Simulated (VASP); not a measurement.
## Rh: single point with PBE

Crystal: Rh.

```
Rh
1.0
     0.00000    2.17373    1.72420
     2.17373    0.00000    1.72420
     2.17373    2.17373    0.00000
Rh
1
Direct
  0.00000 0.00000 0.00000
```

This cell differs from its parent crystal: volume 16.294 Å^3 an atom, c/a of the conventional cell 0.7932.

* Program: VASP 6.6.1
* Task: single point
* Functional: PBE
* Potentials or basis: VASP PAW PBE potentials, release 64 (Rh_pv)
* Cutoff: 520 eV
* k mesh: 22 × 22 × 22
* Occupations: gaussian, width 0.15 eV
* Spin: no spin polarisation
* Dipole correction: no
* Further INCAR settings: ALGO = Fast; EDIFF = 1e-07; NBANDS = 14

- Pressure: -21.7 GPa

Stress tensor (GPa, compression positive):
```
-27.27   0.00   0.00
  0.00 -27.27   0.00
  0.00   0.00 -10.66
```

Levels at points of the mesh, in eV from the Fermi level:
| k point | band 4 | band 5 | band 6 | band 7 | band 8 | band 9 | band 10 | band 11 |
| --- | --- | --- | --- | --- | --- | --- | --- | --- |
| (0.00, 0.00, 0.00) | -6.66 | -2.50 | -2.50 | -1.82 | -0.97 | -0.08 | 16.96 | 18.88 |
| (0.50, 0.00, 0.00) | -4.72 | -3.21 | -1.06 | 0.00 | 1.04 | 1.21 | 7.47 | 14.71 |
| (0.50, 0.50, 0.00) | -4.66 | -4.60 | 0.61 | 0.87 | 0.87 | 6.63 | 9.90 | 9.90 |
| (0.50, 0.00, 0.50) | -4.74 | -4.03 | 0.10 | 0.10 | 1.24 | 1.92 | 8.59 | 13.42 |

Wall time 61 s on 1 thread of Intel(R) Xeon(R) 6975P-C (Granite Rapids), with other jobs on the host, peak memory 0.28 GiB.
